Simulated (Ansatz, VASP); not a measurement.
**One calculation of Cu, two programs**

```
CELL_PARAMETERS angstrom
2.51882 0.00000 0.00000
-1.25941 2.18136 0.00000
0.00000 0.00000 4.12665
ATOMIC_POSITIONS crystal
Cu 0.33333 0.66667 0.25000
Cu 0.66667 0.33333 0.75000
```

Alike in both runs: task single point; functional LDA; k mesh 16 × 16 × 9; occupations fermi-dirac, width 0.1 eV; no spin polarisation.

|  | VASP | Ansatz |
| --- | --- | --- |
| version | VASP 6.6.1 | Ansatz 0.2.0 |
| potentials or method | VASP PAW LDA potentials, release 64 (Cu), cutoff 520 eV | plane waves (420 eV) with PAW, scalar-relativistic |
| valence electrons in the cell | 22 | 38 |

VASP gave:

| Property | Result |
| --- | --- |
| pressure (GPa) | -5.8 |
| traceless stress, the component that is largest in VASP (GPa) | -0.18 |

Q: What did Ansatz give for the same quantities?

A: Pressure (GPa): -6.7; traceless stress, the component that is largest in VASP (GPa): -0.15.

Ansatz warns that its potentials were made for another functional, while VASP's fit it. LDA's correlation is that of Perdew and Zunger in VASP and of Perdew and Wang (1992) in Ansatz. VASP's potentials hold 22 valence electrons a cell and Ansatz's 38, so a difference there can come from the potentials and not from the codes.
